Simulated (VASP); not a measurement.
# TaCoS3 (P-62m) in VASP: single point with PBE

Aim: the single point of TaCoS3 with PBE.

All numbers are computed with VASP 6.6.1; they aren't measurements. Logs are shortened: lines on timing, memory, paths and dates and some standing lists are left out, and cuts for length are marked.

### 1 The cell of the first run

The structure is hexagonal, space group P-62m (No. 189). The conventional cell has a = 4.449 Å, b = 4.449 Å, c = 5.577 Å, α = 90.00°, β = 90.00°, γ = 120.00°. Within 2.9 Å of Ta (site symmetry -62m) lie 6 S at 2.20 to 2.25 Å and 2 Co at 2.79 Å. Co (site symmetry -62m) has 2 Ta at 2.79 Å and 12 S at 3.55 to 3.58 Å within 3.7 Å. Within 2.9 Å of S (site symmetry m2m) lie 2 Ta at 2.20 to 2.25 Å and 4 S at 2.23 Å.

The cell was built from a structure type or drawn by symmetry, and may not be a known phase.

### 2 Single point, PBE, collinear spin, ferromagnetic start

Input file INCAR:

```
PREC     = Accurate       # precision mode
ENCUT    = 520            # plane-wave cutoff, eV
EDIFF    = 1E-6           # SCF threshold, eV
ISMEAR   = 0              # smearing method
SIGMA    = 0.1            # smearing width, eV
LREAL    = F              # projectors in reciprocal space
LASPH    = T              # aspherical terms in the spheres
NELM     = 150            # most SCF steps
ALGO     = Normal         # electronic algorithm
ISIF     = 2              # what is computed and relaxed
LWAVE    = F              # write WAVECAR
LCHARG   = F              # write CHGCAR
ISPIN    = 2              # spin polarisation
MAGMOM   = 0 3 0 0 0      # initial moments
LORBIT   = 11             # projections on sites
LMAXMIX  = 4              # l up to which the mixer works
GGA      = PE             # functional
NBANDS   = 31             # bands
```

Input file KPOINTS:

```
regular mesh
0
Gamma
  6 6 4
```

Input file POSCAR:

```
TaCoS3
1.0
    4.4490163300      0.0000000000      0.0000000000
   -2.2245081600      3.8529611600      0.0000000000
    0.0000000000      0.0000000000      5.5769820600
Ta Co S
1 1 3
Direct
    0.0000000000      0.0000000000      0.5000000000
    0.0000000000      0.0000000000      0.0000000000
    0.5062138300      0.0000000000      0.5000000000
    0.0000000000      0.5062138300      0.5000000000
    0.4937861700      0.4937861700      0.5000000000
```

Potentials or basis: VASP PAW PBE potentials, release 64 (Ta_pv, Co, S).

On the command line:

```sh
> cat potpaw_PBE.64/Ta_pv/POTCAR potpaw_PBE.64/Co/POTCAR potpaw_PBE.64/S/POTCAR > POTCAR
> mpirun -np 1 vasp_std > vasp.out
```

OUTCAR:

```text
PREC = Accurate
   ENCUT = 520
   EDIFF = 1E-6
   ISMEAR = 0
   LREAL = F
   LASPH = T
   NELM = 150
   ISIF = 2
   ISPIN = 2
   LORBIT = 11
   GGA = PE

 ion  position               nearest neighbor table
   1  0.000  0.000  0.500-   4 2.20   5 2.20   3 2.20   4 2.25   5 2.25   3 2.25   2 2.79   2 2.79

   2  0.000  0.000  0.000-   1 2.79   1 2.79
   3  0.506  0.000  0.500-   1 2.20   5 2.23   5 2.23   4 2.23   4 2.23   1 2.25
   4  0.000  0.506  0.500-   1 2.20   3 2.23   3 2.23   5 2.23   5 2.23   1 2.25
   5  0.494  0.494  0.500-   1 2.20   3 2.23   3 2.23   4 2.23   4 2.23   1 2.25

  LATTYP: Found a hexagonal cell.
 ALAT       =     4.4490163300
 C/A-ratio  =     1.2535314879

  Lattice vectors:

 A1 = (   4.4490163300,   0.0000000000,   0.0000000000)
 A2 = (  -2.2245081600,   3.8529611600,   0.0000000000)
 A3 = (   0.0000000000,   0.0000000000,   5.5769820600)

Analysis of symmetry for initial positions (statically):
=====================================================================
 Subroutine PRICEL returns:
 Original cell was already a primitive cell.

 Routine SETGRP: Setting up the symmetry group for a
 hexagonal supercell.

 Subroutine GETGRP returns: Found 12 space group operations
 (whereof 12 operations were pure point group operations)
 out of a pool of 24 trial point group operations.

The static configuration has the point symmetry D_3h.

Analysis of symmetry for dynamics (positions and initial velocities):
=====================================================================
 Subroutine PRICEL returns:
 Original cell was already a primitive cell.

 Routine SETGRP: Setting up the symmetry group for a
 hexagonal supercell.

 Subroutine GETGRP returns: Found 12 space group operations
 (whereof 12 operations were pure point group operations)
 out of a pool of 24 trial point group operations.

The dynamic configuration has the point symmetry D_3h.

Analysis of structural, dynamic, and magnetic symmetry:
=====================================================================
 Subroutine PRICEL returns:
 Original cell was already a primitive cell.

 Routine SETGRP: Setting up the symmetry group for a
 hexagonal supercell.

 Subroutine GETGRP returns: Found 12 space group operations
 (whereof 12 operations were pure point group operations)
 out of a pool of 24 trial point group operations.

The overall configuration has the point symmetry D_3h.

 Subroutine INISYM returns: Found 12 space group operations
 (whereof 12 operations are pure point group operations),
 and found     1 'primitive' translations

----------------------------------------------------------------------------------------

                                     Primitive cell

  volume of cell :      95.6000

  direct lattice vectors                    reciprocal lattice vectors
     4.449016330  0.000000000  0.000000000     0.224768786  0.129770319  0.000000000
    -2.224508160  3.852961160  0.000000000     0.000000000  0.259540639  0.000000000
     0.000000000  0.000000000  5.576982060     0.000000000  0.000000000  0.179308448

  length of vectors
     4.449016330  4.449016324  5.576982060     0.259540638  0.259540639  0.179308448

  position of ions in fractional coordinates (direct lattice)
     0.000000000  0.000000000  0.500000000
     0.000000000  0.000000000  0.000000000
     0.506213830  0.000000000  0.500000000
     0.000000000  0.506213830  0.500000000
     0.493786170  0.493786170  0.500000000

  ion indices of the primitive-cell ions
   primitive index   ion index
                 1           1
                 2           2
                 3           3
                 4           4
                 5           5

----------------------------------------------------------------------------------------

 KPOINTS: regular mesh

Automatic generation of k-mesh.
 Grid dimensions read from file:
 generate k-points for:    6    6    4

 Generating k-lattice:

  Cartesian coordinates                     Fractional coordinates (reciprocal lattice)
     0.037461464  0.021628387  0.000000000     0.166666667  0.000000000  0.000000000
     0.000000000  0.043256773  0.000000000     0.000000000  0.166666667  0.000000000
     0.000000000  0.000000000  0.044827112     0.000000000  0.000000000  0.250000000

  Length of vectors
     0.043256773  0.043256773  0.044827112

  Shift w.r.t. Gamma in fractional coordinates (k-lattice)
     0.000000000  0.000000000  0.000000000

 Subroutine IBZKPT returns following result:
 ===========================================

 Found     21 irreducible k-points:

 Following reciprocal coordinates:
            Coordinates               Weight
  0.000000  0.000000  0.000000      1.000000
  0.166667 -0.000000  0.000000      6.000000
  0.333333  0.000000  0.000000      6.000000
  0.500000 -0.000000  0.000000      3.000000
  0.166667  0.166667  0.000000      6.000000
  0.333333  0.166667  0.000000     12.000000
[... 13 lines left out ...]
  0.333333  0.166667  0.500000     12.000000
  0.333333  0.333333  0.500000      2.000000
   k-points           NKPTS =     21   k-points in BZ     NKDIM =     21   number of bands    NBANDS=     31
   number of dos      NEDOS =    301   number of ions     NIONS =      5
   total plane-waves  NPLWV =  54432
   dimension x,y,z NGX =    36 NGY =   36 NGZ =   42
   dimension x,y,z NGXF=    72 NGYF=   72 NGZF=   84
   ions per type =               1   1   3
   NGX,Y,Z   is equivalent  to a cutoff of  13.45, 13.45, 12.52 a.u.
   NGXF,Y,Z  is equivalent  to a cutoff of  26.90, 26.90, 25.04 a.u.
 SYSTEM =  unknown system
   PREC   = accura    normal or accurate (medium, high low for compatibility)
   ISTART =      0    job   : 0-new  1-cont  2-samecut
   ICHARG =      2    charge: 1-file 2-atom 10-const
   ISPIN  =      2    spin polarized calculation?
   LNONCOLLINEAR =      F non collinear calculations
   LSORBIT =      F    spin-orbit coupling
   LASPH  =      T    aspherical Exc in radial PAW
   ENCUT  =  520.0 eV  38.22 Ry    6.18 a.u.   8.27  8.27 10.37*2*pi/ulx,y,z
   NELM   =    150;   NELMIN=  2; NELMDL= -5     # of ELM steps
   EDIFF  = 0.1E-05   stopping-criterion for ELM
   LREAL  =      F    real-space projection
   EDIFFG = 0.1E-04   stopping-criterion for IOM
   NSW    =      0    number of steps for IOM
   IBRION =     -1    ionic relax: 0-MD 1-quasi-New 2-CG
   NFREE  =      0    steps in history (QN), initial steepest desc. (CG)
   ISIF   =      2    stress and relaxation
   ISYM   =      2    0-nonsym 1-usesym 2-fastsym
   POTIM  = 0.5000    time-step for ionic-motion
   TEBEG  =    0.0;   TEEND  =   0.0 temperature during run
   PSTRESS=    0.0 pullay stress
   NELECT =      38.0000    total number of electrons
   NUPDOWN=      -1.0000    fix difference up-down
   EMIN   =  10.00;   EMAX   =-10.00  energy-range for DOS
   EFERMI =   0.00;   METHOD = LEGACY
   ISMEAR =     0;   SIGMA  =   0.10  broadening in eV -4-tet -1-fermi 0-gaus
   EFERMI_NEDOS =   21; number of points for ismear=-14 and -15
   IALGO  =     38    algorithm
   IMIX   =      4    mixing-type and parameters
     AMIX     =   0.40;   BMIX     =  1.00
     AMIX_MAG =   1.60;   BMIX_MAG =  1.00
  volume/ion in A,a.u.               =      19.12       129.03
  Fermi-wavevector in a.u.,A,eV,Ry     =   1.203696  2.274655 19.713257  1.448884
  Thomas-Fermi vector in A             =   2.339442
   LORBIT       =     11    0 simple, 1 ext, 2 COOP (PROOUT), +10 PAW based schemes
   GGA     = PE    functional components
   LHFCALC =     F    Hartree Fock is set to
   AEXX    =    0.0000 exact exchange contribution
   IVDW    =     0    specifies the selected vdW correction
   LEPSILON=     F    determine dielectric tensor
   LRPA    =     F    only Hartree local field effects (RPA)
 spin polarized calculation
 Gauss-broadening in eV      SIGMA  =   0.10
  energy-cutoff  :      520.00
  volume of cell :       95.60
 maximum number of plane-waves:      2594
 NGX is ok and might be reduce to    36
   NGX = 17   NGY = 17   NGZ = 21

 number of electron      38.0000001 magnetization       1.9808262

 Free energy of the ion-electron system (eV)
  ---------------------------------------------------
  ext. energy  EPLUGINS =         0.00000000
  ---------------------------------------------------
  free energy    TOTEN  =       -21.92493579 eV

  energy without entropy =      -21.87413318  energy(sigma->0) =      -21.89953448

 E-fermi :   5.9467     XC(G=0):  -9.8407

 val. band max:        5.9406367552   @ k =   0.5000  -0.0000   0.5000
 cond. band min:       5.9536481565   @ k =   0.1667  -0.0000   0.0000
 fundamental gap:      0.0130114014
 Fermi energy:         5.9466983350

 spin component 1

 k-point     1 :       0.0000    0.0000    0.0000
  band No.  band energies     occupation
      1     -29.4980      1.00000
      2     -29.4980      1.00000
      3     -28.6190      1.00000
      4     -14.1951      1.00000
      5      -7.4687      1.00000
      6      -7.4687      1.00000
[... 703 lines left out ...]
     30      13.2422      0.00000
     31      13.9876      0.00000
 Fermi energy:         5.9466983350

 spin component 2

 k-point     1 :       0.0000    0.0000    0.0000
  band No.  band energies     occupation
      1     -29.5205      1.00000
      2     -29.5205      1.00000
      3     -28.6755      1.00000
      4     -14.1991      1.00000
      5      -7.4732      1.00000
      6      -7.4732      1.00000
[... 703 lines left out ...]
     30      13.2643      0.00000
     31      14.1728      0.00000

------------------------ aborting loop because EDIFF is reached ----------------------------------------

  FORCE on cell =-STRESS in cart. coord.  units (eV):
  Direction    XX          YY          ZZ          XY          YZ          ZX
  --------------------------------------------------------------------------------------
  -------------------------------------------------------------------------------------
  Total       41.0961212     41.0961212     -4.2841058      0.0000001      0.0000000      0.0000000
  in kB      688.7371957    688.7371944    -71.7980895      0.0000009      0.0000000      0.0000000
  external PRESSURE =     435.2254335 kB  Pullay stress =       0.0000000 kB

 VOLUME and BASIS-vectors are now :
 -----------------------------------------------------------------------------
  energy-cutoff  :      520.00
  volume of cell :       95.60
      direct lattice vectors                 reciprocal lattice vectors
     4.449016330  0.000000000  0.000000000     0.224768786  0.129770319  0.000000000
    -2.224508160  3.852961160  0.000000000     0.000000000  0.259540639  0.000000000
     0.000000000  0.000000000  5.576982060     0.000000000  0.000000000  0.179308448

 POSITION                                       TOTAL-FORCE (eV/Angst)
 -----------------------------------------------------------------------------------
      0.00000      0.00000      2.78849        -0.000000      0.000000      0.000000
      0.00000      0.00000      0.00000        -0.000000      0.000000      0.000000
      2.25215      0.00000      2.78849        -0.592818     -0.000000      0.000000
     -1.12608      1.95042      2.78849         0.296409     -0.513395      0.000000
      1.09843      1.90254      2.78849         0.296409      0.513395      0.000000
 -----------------------------------------------------------------------------------
    total drift:                               -0.000003     -0.000006      0.000001

  FREE ENERGIE OF THE ION-ELECTRON SYSTEM (eV)
  ---------------------------------------------------
  free  energy   TOTEN  =       -21.9249357938 eV

  energy  without entropy=      -21.8741331761  energy(sigma->0) =      -21.89953448

 total charge

# of ion       s       p       d       tot
------------------------------------------
    1        0.359   6.289   2.882   9.530
    2        0.404   0.108   7.246   7.758
    3        1.406   2.409   0.000   3.815
    4        1.406   2.409   0.000   3.815
    5        1.406   2.409   0.000   3.815
--------------------------------------------------
tot          4.982  13.623  10.127  28.733

 magnetization (x)

# of ion       s       p       d       tot
------------------------------------------
    1       -0.006  -0.002  -0.053  -0.060
    2        0.070   0.002   1.912   1.983
    3        0.001   0.000   0.000   0.001
    4        0.001   0.000   0.000   0.001
    5        0.001   0.000   0.000   0.001
--------------------------------------------------
tot          0.066   0.002   1.859   1.927
```

Wall time 4.6 min (1 thread of AMD EPYC 7R43 (Zen 3), shared host); peak memory 0.3 GiB.

What came out:

```
Free energy                                           : -21.9249 eV
Pressure                                              : 43.5 GPa
Largest force                                         : 0.593 eV/Å
Band gap on the k mesh                                : zero (filled and empty bands overlap)
Net moment                                            : 1.98 μB per cell
Site moments                                          : Ta -0.06; Co +1.98; S +0.00 μB
Valence electrons inside the program's atomic spheres : Ta 9.53; Co 7.76; S 3.81
```

Forces in eV/Å, atoms in the order of the input:
```
Ta   0.000  0.000  0.000
Co   0.000  0.000  0.000
S   -0.593  0.000  0.000
S    0.296 -0.513  0.000
S    0.296  0.513  0.000
```

Caveat: the cell stands under pressure; spin-orbit coupling is left out, which moves the levels of the heavy elements; a cell with one magnetic atom can't hold antiferromagnetic order, which such compounds often take.
